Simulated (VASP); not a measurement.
Set up this calculation in VASP 6.6.1, as the native input.

- Task: single point
- Functional: PBE
- Potentials or basis: VASP PAW PBE potentials, release 64 (Pb_d, Te)
- Cutoff: 520 eV
- k mesh: 12 × 12 × 12
- Occupations: fermi-dirac, width 0.05 eV
- Spin: no spin polarisation
- Dipole correction: no
- Further INCAR settings: ALGO = Normal; EDIFF = 1e-06; NBANDS = 17

The structure of TePb (CsCl type) lies in POSCAR:

```
TePb
1.0
    3.6848871410      0.0000000000      0.0000000000
    0.0000000000      3.6848871410      0.0000000000
    0.0000000000      0.0000000000      3.6848871410
Pb Te
1 1
Direct
    0.0000000000      0.0000000000      0.0000000000
    0.5000000000      0.5000000000      0.5000000000
```

One way to write it, as run:

INCAR

```
SYSTEM = TePb
PREC = Accurate
ENCUT = 520
EDIFF = 1E-6
ISMEAR = -1
SIGMA = 0.05
LREAL = .False.
LASPH = .True.
NELM = 80
ALGO = Normal
ISIF = 2
LWAVE = .False.
LCHARG = .True.
GGA = PE
LELF = .True.
LVHAR = .True.
NBANDS = 17
```

KPOINTS

```
regular mesh
0
Gamma
  12 12 12
  0 0 0
```

Potentials or basis: VASP PAW PBE potentials, release 64 (Pb_d, Te).

Run with:

```bash
$ cat potpaw_PBE.64/Pb_d/POTCAR potpaw_PBE.64/Te/POTCAR > POTCAR
$ mpirun -np 1 vasp_std > vasp.out
```

It gave:

```yaml
Pressure: 16.9 GPa
Band_gap_on_the_k_mesh: zero (band 10 reaches 10.13 eV, above the bottom of band 11 at 7.69 eV)
```

Caveat: spin-orbit coupling is left out, which moves the levels of the heavy elements.

Run time: 36 s on 1 thread of Intel(R) Xeon(R) Platinum 8488C (Sapphire Rapids), with other jobs on the host, peak memory 0.21 GiB.
